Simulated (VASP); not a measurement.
BeNi3C:

```xyz
5
Lattice="3.4767 0.0000 0.0000 0.0000 3.4767 0.0000 0.0000 0.0000 3.4767" Properties=species:S:1:pos:R:3 pbc="T T T"
Be    0.0000    0.0000    0.0000
Ni    0.0000    1.7384    1.7384
Ni    1.7384    0.0000    1.7384
Ni    1.7384    1.7384    0.0000
C     1.7384    1.7384    1.7384
```

```yaml
Program: VASP 6.6.1
Task: relaxation of cell and atoms
Functional: PBE
Potentials_or_basis: VASP PAW PBE potentials, release 64 (Be, Ni, C)
Cutoff: 600 eV
k_mesh: 6 × 6 × 6
Occupations: gaussian, width 0.1 eV
Spin: no spin polarisation
```

At the start: pressure 55.7 GPa; volume 8.40 Å³/atom.

Q: How do energy, volume and symmetry change on relaxing?

A: Over 4 steps the energy falls by 250.6 meV/atom and the volume is 10.12 Å³/atom (+20.4 %); space group Pm-3m (No. 221, to 0.05 Å).

Step by step:
```csv
step,energy change (eV),largest force (eV/Å),pressure (GPa),volume (Å³)
1,0.0000,0.0000,55.73,42.02
2,-0.0510,0.0000,-26.75,62.43
3,-1.2518,0.0000,-1.33,50.87
4,-1.2531,0.0000,-0.27,50.60
```

Final structure:
```
Be Ni C
1.0
     3.69876    0.00000    0.00000
     0.00000    3.69876    0.00000
     0.00000    0.00000    3.69876
Be Ni C
1 3 1
Direct
  0.00000 0.00000 0.00000
  0.00000 0.50000 0.50000
  0.50000 0.00000 0.50000
  0.50000 0.50000 0.00000
  0.50000 0.50000 0.50000
```

Caveat: the volume moved by over 15 % at a fixed basis, so the end points are rough.
